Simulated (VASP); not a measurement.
# Cu (I4/mmm) in VASP: further runs

Cu is run at these levels: PBE; tasks: single point.

All numbers are computed with VASP 6.6.1; they aren't measurements. Logs are shortened: lines on timing, memory, paths and dates and some standing lists are left out, and cuts for length are marked.

## 1. The cell of the first run

It takes space group I4/mmm (No. 139, tetragonal). The conventional cell has a = 2.886 Å, b = 2.886 Å, c = 2.752 Å, α = 90.00°, β = 90.00°, γ = 90.00°. Cu (site symmetry 4/mmm) has 14 Cu at 2.46 to 2.89 Å within 3.2 Å.

## 2. Single point, PBE

Input file INCAR:

```
PREC = Accurate
ENCUT = 520
EDIFF = 1E-6
ISMEAR = -1
SIGMA = 0.5
LREAL = F
LASPH = T
NELM = 60
ALGO = Fast
ISIF = 2
LWAVE = F
LCHARG = F
GGA = PE
NBANDS = 12
```

Input file KPOINTS:

```
Automatic mesh
0
Gamma
  20 20 20
```

Input file POSCAR:

```
Cu
1.0
   -1.4427933200      1.4427933200      1.3760814500
    1.4427933200     -1.4427933200      1.3760814500
    1.4427933200      1.4427933200     -1.3760814500
Cu
1
Direct
    0.0000000000      0.0000000000      0.0000000000
```

Potentials or basis: VASP PAW PBE potentials, release 64 (Cu).

Command:

```bash
> cat potpaw_PBE.64/Cu/POTCAR > POTCAR
> mpirun -np 1 vasp_std > vasp.out
```

OUTCAR:

```text
PREC = Accurate
   ENCUT = 520
   EDIFF = 1E-6
   ISMEAR = -1
   LREAL = F
   LASPH = T
   NELM = 60
   ISIF = 2
   GGA = PE

 ion  position               nearest neighbor table
   1  0.000  0.000  0.000-

  LATTYP: Found a body centered tetragonal cell.
 ALAT       =     2.8855866400
 C/A-ratio  =     0.9537620052

  Lattice vectors:

 A1 = (  -1.4427933200,   1.4427933200,   1.3760814500)
 A2 = (   1.4427933200,  -1.4427933200,   1.3760814500)
 A3 = (   1.4427933200,   1.4427933200,  -1.3760814500)

Analysis of symmetry for initial positions (statically):
=====================================================================
 Subroutine PRICEL returns:
 Original cell was already a primitive cell.

 Routine SETGRP: Setting up the symmetry group for a
 body centered tetragonal supercell.

 Subroutine GETGRP returns: Found 16 space group operations
 (whereof 16 operations were pure point group operations)
 out of a pool of 16 trial point group operations.

The static configuration has the point symmetry D_4h.

Analysis of symmetry for dynamics (positions and initial velocities):
=====================================================================
 Subroutine PRICEL returns:
 Original cell was already a primitive cell.

 Routine SETGRP: Setting up the symmetry group for a
 body centered tetragonal supercell.

 Subroutine GETGRP returns: Found 16 space group operations
 (whereof 16 operations were pure point group operations)
 out of a pool of 16 trial point group operations.

The dynamic configuration has the point symmetry D_4h.

 Subroutine INISYM returns: Found 16 space group operations
 (whereof 16 operations are pure point group operations),
 and found     1 'primitive' translations

----------------------------------------------------------------------------------------

                                     Primitive cell

  volume of cell :      11.4581

  direct lattice vectors                    reciprocal lattice vectors
    -1.442793320  1.442793320  1.376081450     0.000000000  0.346549983  0.363350585
     1.442793320 -1.442793320  1.376081450     0.346549983  0.000000000  0.363350585
     1.442793320  1.442793320 -1.376081450     0.346549983  0.346549983  0.000000000

  length of vectors
     2.461078074  2.461078074  2.461078074     0.502116060  0.502116060  0.490095685

[... 77 lines left out ...]
   NELM   =     60;   NELMIN=  2; NELMDL= -5     # of ELM steps
   EDIFF  = 0.1E-05   stopping-criterion for ELM
   LREAL  =      F    real-space projection
   EDIFFG = 0.1E-04   stopping-criterion for IOM
   NSW    =      0    number of steps for IOM
   IBRION =     -1    ionic relax: 0-MD 1-quasi-New 2-CG
   NFREE  =      0    steps in history (QN), initial steepest desc. (CG)
   ISIF   =      2    stress and relaxation
   ISYM   =      2    0-nonsym 1-usesym 2-fastsym
   POTIM  = 0.5000    time-step for ionic-motion
   TEBEG  =    0.0;   TEEND  =   0.0 temperature during run
   PSTRESS=    0.0 pullay stress
   NELECT =      11.0000    total number of electrons
   NUPDOWN=      -1.0000    fix difference up-down
   EMIN   =  10.00;   EMAX   =-10.00  energy-range for DOS
   EFERMI =   0.00;   METHOD = LEGACY
   ISMEAR =    -1;   SIGMA  =   0.50  broadening in eV -4-tet -1-fermi 0-gaus
   EFERMI_NEDOS =   21; number of points for ismear=-14 and -15
   IALGO  =     68    algorithm
   IMIX   =      4    mixing-type and parameters
     AMIX     =   0.40;   BMIX     =  1.00
     AMIX_MAG =   1.60;   BMIX_MAG =  1.00
  volume/ion in A,a.u.               =      11.46        77.32
  Fermi-wavevector in a.u.,A,eV,Ry     =   1.614984  3.051878 35.486359  2.608174
  Thomas-Fermi vector in A             =   2.709805
   LORBIT       =      0    0 simple, 1 ext, 2 COOP (PROOUT), +10 PAW based schemes
   GGA     = PE    functional components
   LHFCALC =     F    Hartree Fock is set to
   AEXX    =    0.0000 exact exchange contribution
   IVDW    =     0    specifies the selected vdW correction
   LEPSILON=     F    determine dielectric tensor
   LRPA    =     F    only Hartree local field effects (RPA)
 non-spin polarized calculation
 RMM-DIIS sequential band-by-band and
  energy-cutoff  :      520.00
  volume of cell :       11.46
 maximum number of plane-waves:       327
   NGX =  9   NGY =  9   NGZ =  9

 number of electron      10.9999998 magnetization

 Free energy of the ion-electron system (eV)
  ---------------------------------------------------
  ext. energy  EPLUGINS =         0.00000000
  ---------------------------------------------------
  free energy    TOTEN  =        -3.83133833 eV

  energy without entropy =       -3.46275458  energy(sigma->0) =       -3.64704645

 E-fermi :   8.1210     XC(G=0): -12.9166

 val. band max:        8.1203790071   @ k =  -0.2000  -0.3500   0.1000
 cond. band min:       8.1321014716   @ k =   0.5000   0.5000   0.1000
 fundamental gap:      0.0117224645
 Fermi energy:         8.1210340955

 k-point     1 :       0.0000    0.0000    0.0000
  band No.  band energies     occupation
      1      -1.6159      2.00000
      2       4.5520      1.99841
      3       4.7455      1.99766
      4       4.7455      1.99766
      5       5.6117      1.98686
      6       5.8160      1.98029
      7      32.8423      0.00000
      8      32.8423      0.00000
      9      34.0893      0.00000
     10      36.8895      0.00000
     11      36.8958      0.00000
     12      36.9144      0.00000
[... 331 lines left out ...]
 k-point    24 :      -0.3500    0.0500    0.0000
  band No.  band energies     occupation
      1       1.9137      1.99999
      2       4.0780      1.99938
      3       4.8048      1.99737
      4       5.6592      1.98556
      5       5.8002      1.98090
      6       6.0315      1.96984
      7      18.4524      0.00000
      8      25.5686      0.00000
      9      27.1002      0.00000
     10      30.6061      0.00000
     11      33.5181      0.00000
     12      40.2374      0.00000

 [... further k-points ...]
[... 5 lines left out ...]
  --------------------------------------------------------------------------------------
  -------------------------------------------------------------------------------------
  Total        0.7270427      0.7270427      0.7338959      0.0000000     -0.0000000      0.0000000
  in kB      101.6618740    101.6618740    102.6201599      0.0000000     -0.0000000      0.0000000
  external PRESSURE =     101.9813026 kB  Pullay stress =       0.0000000 kB

 VOLUME and BASIS-vectors are now :
 -----------------------------------------------------------------------------
  energy-cutoff  :      520.00
  volume of cell :       11.46
      direct lattice vectors                 reciprocal lattice vectors
    -1.442793320  1.442793320  1.376081450     0.000000000  0.346549983  0.363350585
     1.442793320 -1.442793320  1.376081450     0.346549983  0.000000000  0.363350585
     1.442793320  1.442793320 -1.376081450     0.346549983  0.346549983  0.000000000

 POSITION                                       TOTAL-FORCE (eV/Angst)
 -----------------------------------------------------------------------------------
      0.00000      0.00000      0.00000         0.000000     -0.000000     -0.000000
 -----------------------------------------------------------------------------------
    total drift:                                0.000000      0.000000      0.000000

  FREE ENERGIE OF THE ION-ELECTRON SYSTEM (eV)
  ---------------------------------------------------
  free  energy   TOTEN  =        -3.8313383271 eV

  energy  without entropy=       -3.4627545812  energy(sigma->0) =       -3.64704645
```

stdout:

```text
POSCAR found type information on POSCAR Cu
 POSCAR found :  1 types and       1 ions
 scaLAPACK will be used
 LDA part: xc-table for (Slater+PW92), standard interpolation
 POSCAR, INCAR and KPOINTS ok, starting setup
 FFT: planning ... GRIDC
 FFT: planning ... GRID_SOFT
 FFT: planning ... GRID
 WAVECAR not read
 entering main loop
WARNING in EDDRMM: call to ZHEGV failed, returncode =   6  3      7
WARNING in EDDRMM: call to ZHEGV failed, returncode =   6  3     10
WARNING in EDDRMM: call to ZHEGV failed, returncode =   6  3      9
```

It took 31 s on 1 thread of Intel Xeon 6975P-C (Granite Rapids), shared host; peak memory 0.19 GiB.

Results:

* Free energy: -3.8313 eV
* Pressure: 10.2 GPa
* Band gap on the k mesh: zero (an odd number of electrons rules out a gap without spin polarisation)

Caveat: the cell stands under pressure; so wide a smearing shifts energies and pressures.

## 3. Single point, PBE

Input file INCAR:

```
SYSTEM = Cu
PREC = Accurate
ENCUT = 520
EDIFF = 1E-7
ISMEAR = 1
SIGMA = 0.05
LREAL = .False.
LASPH = .True.
NELM = 100
ALGO = Fast
ISIF = 2
LWAVE = .False.
LCHARG = .False.
GGA = PE
NBANDS = 12
```

Input file KPOINTS:

```
regular mesh
0
Gamma
  20 20 20
  0 0 0
```

POSCAR is that of step 2.

Potentials or basis: VASP PAW PBE potentials, release 64 (Cu).

Command:

```bash
> cat potpaw_PBE.64/Cu/POTCAR > POTCAR
> mpirun -np 1 vasp_std > vasp.out
```

OUTCAR:

```text
SYSTEM = Cu
   PREC = Accurate
   ENCUT = 520
   EDIFF = 1E-7
   ISMEAR = 1
   LREAL = .False.
   LASPH = .True.
   NELM = 100
   ISIF = 2
   GGA = PE

 ion  position               nearest neighbor table
   1  0.000  0.000  0.000-

  LATTYP: Found a body centered tetragonal cell.
 ALAT       =     2.8855866400
 C/A-ratio  =     0.9537620052

  Lattice vectors:

 A1 = (  -1.4427933200,   1.4427933200,   1.3760814500)
 A2 = (   1.4427933200,  -1.4427933200,   1.3760814500)
 A3 = (   1.4427933200,   1.4427933200,  -1.3760814500)
[... 531 lines left out ...]
      4       5.7527      2.00000
      5       5.8941      2.00000
      6       6.1233      2.00000
      7      18.4772      0.00000
      8      25.5812      0.00000
      9      27.1119      0.00000
     10      30.6246      0.00000
     11      33.5337      0.00000
     12      40.2447      0.00000

 [... further k-points ...]
[... 5 lines left out ...]
  --------------------------------------------------------------------------------------
  -------------------------------------------------------------------------------------
  Total        0.5726002      0.5726002      0.5312076      0.0000000      0.0000000      0.0000000
  in kB       80.0662839     80.0662839     74.2783974      0.0000000      0.0000000      0.0000000
  external PRESSURE =      78.1369884 kB  Pullay stress =       0.0000000 kB

 VOLUME and BASIS-vectors are now :
 -----------------------------------------------------------------------------
  energy-cutoff  :      520.00
  volume of cell :       11.46
      direct lattice vectors                 reciprocal lattice vectors
    -1.442793320  1.442793320  1.376081450     0.000000000  0.346549983  0.363350585
     1.442793320 -1.442793320  1.376081450     0.346549983  0.000000000  0.363350585
     1.442793320  1.442793320 -1.376081450     0.346549983  0.346549983  0.000000000

 POSITION                                       TOTAL-FORCE (eV/Angst)
 -----------------------------------------------------------------------------------
      0.00000      0.00000      0.00000         0.000000      0.000000      0.000000
 -----------------------------------------------------------------------------------
    total drift:                                0.000000      0.000000      0.000000

  FREE ENERGIE OF THE ION-ELECTRON SYSTEM (eV)
  ---------------------------------------------------
  free  energy   TOTEN  =        -3.6760151173 eV

  energy  without entropy=       -3.6759123545  energy(sigma->0) =       -3.67598086
```

OSZICAR:

```text
N       E                     dE             d eps       ncg     rms          rms(c)
DAV:   1     0.428776483351E+02    0.42878E+02   -0.53733E+03 17104   0.154E+03
DAV:   2    -0.326376679097E+01   -0.46141E+02   -0.42706E+02 15932   0.206E+02
DAV:   3    -0.458061884744E+01   -0.13169E+01   -0.13114E+01 17884   0.400E+01
DAV:   4    -0.458847055306E+01   -0.78517E-02   -0.78508E-02 17312   0.274E+00
DAV:   5    -0.458854272608E+01   -0.72173E-04   -0.72171E-04 17932   0.268E-01    0.763E+00
RMM:   6    -0.399037768521E+01    0.59817E+00   -0.29231E+00 19291   0.317E+01    0.413E+00
RMM:   7    -0.369308437111E+01    0.29729E+00   -0.40342E-01 19128   0.114E+01    0.109E+00
RMM:   8    -0.367825334501E+01    0.14831E-01   -0.14247E-02 19778   0.122E+00    0.398E-01
RMM:   9    -0.367588832192E+01    0.23650E-02   -0.50841E-03 19900   0.142E+00    0.283E-02
RMM:  10    -0.367601313184E+01   -0.12481E-03   -0.74838E-04 20924   0.322E-01    0.247E-02
RMM:  11    -0.367601860115E+01   -0.54693E-05   -0.12546E-04 20179   0.199E-01    0.323E-02
RMM:  12    -0.367601407471E+01    0.45264E-05   -0.44542E-05 21833   0.828E-02    0.461E-03
RMM:  13    -0.367601501588E+01   -0.94117E-06   -0.86726E-06 20589   0.279E-02    0.192E-03
RMM:  14    -0.367601531210E+01   -0.29622E-06   -0.86937E-07 18005   0.119E-02    0.285E-03
RMM:  15    -0.367601514917E+01    0.16294E-06   -0.55387E-07 16976   0.923E-03    0.158E-04
RMM:  16    -0.367601511726E+01    0.31905E-07   -0.85099E-08 12045   0.257E-03
   1 F= -.36760151E+01 E0= -.36759809E+01  d E =-.102763E-03
```

Run time: 37 s. Hardware: 1 thread of Intel Xeon 6975P-C (Granite Rapids), shared host; peak memory 0.19 GiB.

What came out:

```
Free energy            : -3.6760 eV
Pressure               : 7.8 GPa
Band gap on the k mesh : zero (an odd number of electrons rules out a gap without spin polarisation)
```

Caveat: the cell stands under pressure.

## 4. Single point, PBE

Input file INCAR:

```
SYSTEM = Cu
ALGO = Normal
EDIFF = 1E-6
ENCUT = 520
GGA = PE
ISIF = 2
ISMEAR = 1
LASPH = .True.
LCHARG = .False.
LREAL = .False.
LWAVE = .False.
NBANDS = 12
NELM = 60
PREC = Accurate
SIGMA = 0.2
```

Input file KPOINTS:

```
k-points
0
Gamma
  20 20 20
  0 0 0
```

POSCAR is that of step 3.

Potentials or basis: VASP PAW PBE potentials, release 64 (Cu).

Command:

```bash
> cat potpaw_PBE.64/Cu/POTCAR > POTCAR
> mpirun -np 1 vasp_std > vasp.out
```

OUTCAR:

```text
SYSTEM = Cu
   EDIFF = 1E-6
   ENCUT = 520
   GGA = PE
   ISIF = 2
   ISMEAR = 1
   LASPH = .True.
   LREAL = .False.
   NELM = 60
   PREC = Accurate

 ion  position               nearest neighbor table
   1  0.000  0.000  0.000-

  LATTYP: Found a body centered tetragonal cell.
 ALAT       =     2.8855866400
 C/A-ratio  =     0.9537620052

  Lattice vectors:

 A1 = (  -1.4427933200,   1.4427933200,   1.3760814500)
 A2 = (   1.4427933200,  -1.4427933200,   1.3760814500)
 A3 = (   1.4427933200,   1.4427933200,  -1.3760814500)

Analysis of symmetry for initial positions (statically):
=====================================================================
 Subroutine PRICEL returns:
 Original cell was already a primitive cell.

 Routine SETGRP: Setting up the symmetry group for a
 body centered tetragonal supercell.

 Subroutine GETGRP returns: Found 16 space group operations
 (whereof 16 operations were pure point group operations)
 out of a pool of 16 trial point group operations.

The static configuration has the point symmetry D_4h.

Analysis of symmetry for dynamics (positions and initial velocities):
=====================================================================
 Subroutine PRICEL returns:
 Original cell was already a primitive cell.

 Routine SETGRP: Setting up the symmetry group for a
 body centered tetragonal supercell.

 Subroutine GETGRP returns: Found 16 space group operations
 (whereof 16 operations were pure point group operations)
 out of a pool of 16 trial point group operations.

The dynamic configuration has the point symmetry D_4h.

 Subroutine INISYM returns: Found 16 space group operations
 (whereof 16 operations are pure point group operations),
 and found     1 'primitive' translations

----------------------------------------------------------------------------------------
[... 110 lines left out ...]
     AMIX     =   0.40;   BMIX     =  1.00
     AMIX_MAG =   1.60;   BMIX_MAG =  1.00
  volume/ion in A,a.u.               =      11.46        77.32
  Fermi-wavevector in a.u.,A,eV,Ry     =   1.614984  3.051878 35.486359  2.608174
  Thomas-Fermi vector in A             =   2.709805
   LORBIT       =      0    0 simple, 1 ext, 2 COOP (PROOUT), +10 PAW based schemes
   GGA     = PE    functional components
   LHFCALC =     F    Hartree Fock is set to
   AEXX    =    0.0000 exact exchange contribution
   IVDW    =     0    specifies the selected vdW correction
   LEPSILON=     F    determine dielectric tensor
   LRPA    =     F    only Hartree local field effects (RPA)
 non-spin polarized calculation
 Methfessel and Paxton  Order N= 1 SIGMA  =   0.20
  energy-cutoff  :      520.00
  volume of cell :       11.46
 maximum number of plane-waves:       327
   NGX =  9   NGY =  9   NGZ =  9

 number of electron      10.9999998 magnetization

 Free energy of the ion-electron system (eV)
  ---------------------------------------------------
  ext. energy  EPLUGINS =         0.00000000
  ---------------------------------------------------
  free energy    TOTEN  =        -3.67652482 eV

  energy without entropy =       -3.67551238  energy(sigma->0) =       -3.67618734

 E-fermi :   7.9758     XC(G=0): -12.9041

 val. band max:        7.9727721507   @ k =   0.5000   0.2000   0.1500
 cond. band min:       7.9760273593   @ k =  -0.2500   0.4000   0.2000
 fundamental gap:      0.0032552086
 Fermi energy:         7.9758435934

 k-point     1 :       0.0000    0.0000    0.0000
  band No.  band energies     occupation
      1      -1.6116      2.00000
      2       4.6410      2.00000
      3       4.8350      2.00000
      4       4.8350      2.00000
      5       5.7056      2.00000
      6       5.9133      2.00000
      7      32.8395      0.00000
      8      32.8395      0.00000
      9      34.0854      0.00000
     10      36.9081      0.00000
     11      36.9081      0.00000
     12      36.9227      0.00000
[... 331 lines left out ...]
 k-point    24 :      -0.3500    0.0500    0.0000
  band No.  band energies     occupation
      1       1.9345      2.00000
      2       4.1619      2.00000
      3       4.8709      2.00000
      4       5.7547      2.00000
      5       5.8962      2.00000
      6       6.1256      2.00000
      7      18.4778      0.00000
      8      25.5814      0.00000
      9      27.1122      0.00000
     10      30.6251      0.00000
     11      33.5339      0.00000
     12      40.2448      0.00000

 [... further k-points ...]
[... 5 lines left out ...]
  --------------------------------------------------------------------------------------
  -------------------------------------------------------------------------------------
  Total        0.5717368      0.5717368      0.5392401      0.0000000     -0.0000000      0.0000000
  in kB       79.9455562     79.9455562     75.4015682      0.0000000     -0.0000000      0.0000000
  external PRESSURE =      78.4308935 kB  Pullay stress =       0.0000000 kB

 VOLUME and BASIS-vectors are now :
 -----------------------------------------------------------------------------
  energy-cutoff  :      520.00
  volume of cell :       11.46
      direct lattice vectors                 reciprocal lattice vectors
    -1.442793320  1.442793320  1.376081450     0.000000000  0.346549983  0.363350585
     1.442793320 -1.442793320  1.376081450     0.346549983  0.000000000  0.363350585
     1.442793320  1.442793320 -1.376081450     0.346549983  0.346549983  0.000000000

 POSITION                                       TOTAL-FORCE (eV/Angst)
 -----------------------------------------------------------------------------------
      0.00000      0.00000      0.00000        -0.000000      0.000000     -0.000000
 -----------------------------------------------------------------------------------
    total drift:                                0.000000      0.000000      0.000000

  FREE ENERGIE OF THE ION-ELECTRON SYSTEM (eV)
  ---------------------------------------------------
  free  energy   TOTEN  =        -3.6765248249 eV

  energy  without entropy=       -3.6755123759  energy(sigma->0) =       -3.67618734
```

stdout:

```text
POSCAR found type information on POSCAR Cu
 POSCAR found :  1 types and       1 ions
 scaLAPACK will be used
 LDA part: xc-table for (Slater+PW92), standard interpolation
 POSCAR, INCAR and KPOINTS ok, starting setup
 FFT: planning ... GRIDC
 FFT: planning ... GRID_SOFT
 FFT: planning ... GRID
 WAVECAR not read
 entering main loop
```

Wall time 29 s (1 thread of Intel Xeon 6975P-C (Granite Rapids), shared host); peak memory 0.18 GiB.

Results:

| Quantity | Value |
| --- | --- |
| Free energy | -3.6765 eV |
| Pressure | 7.8 GPa |
| Band gap on the k mesh | zero (an odd number of electrons rules out a gap without spin polarisation) |

Caveat: the cell stands under pressure.

(Part 1 of 2 ends here.)
